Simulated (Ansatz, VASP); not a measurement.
**ZnS: VASP beside Ansatz**

```
CELL_PARAMETERS angstrom
3.84802 0.00000 0.00000
-1.92401 3.33248 0.00000
0.00000 0.00000 12.60292
ATOMIC_POSITIONS crystal
Zn 0.66667 0.33333 0.75000
Zn 0.33333 0.66667 0.25000
Zn 0.00000 0.00000 0.50000
Zn 0.00000 0.00000 0.00000
S 0.66667 0.33333 0.93750
S 0.33333 0.66667 0.43750
S 0.00000 0.00000 0.68750
S 0.00000 0.00000 0.18750
```

Change from the starting cell: volume scaled by 1.02.

Alike in both runs: task single point; functional PBEsol; k mesh 8 × 8 × 3; occupations fermi-dirac, width 0.05 eV; no spin polarisation.

|  | VASP | Ansatz |
| --- | --- | --- |
| version | VASP 6.6.1 | Ansatz 0.2.0 |
| potentials or method | VASP PAW PBE potentials, release 64 (Zn, S), cutoff 520 eV | all-electron LAPW, scalar-relativistic |

|  | VASP | Ansatz | Ansatz less VASP |
| --- | --- | --- | --- |
| gap on the k mesh at the Fermi level (eV) | 1.91 | 1.91 | -0.001 |
| least direct gap on the mesh (eV) | 1.91 | 1.91 | -0.001 |
| pressure (GPa) | -3.4 | -3.5 | -0.12 |
| traceless stress, the component that is largest in VASP (GPa) | -0.09 | -0.10 | -0.006 |
| rms of the force components (eV/Å) | 0.012 | 0.012 | -0.0002 |

VASP's potentials were made for PBE, not for PBEsol. Atom by atom the forces differ by 0.000 eV/Å (rms over components). Ansatz ran all-electron here, and VASP with PAW potentials.
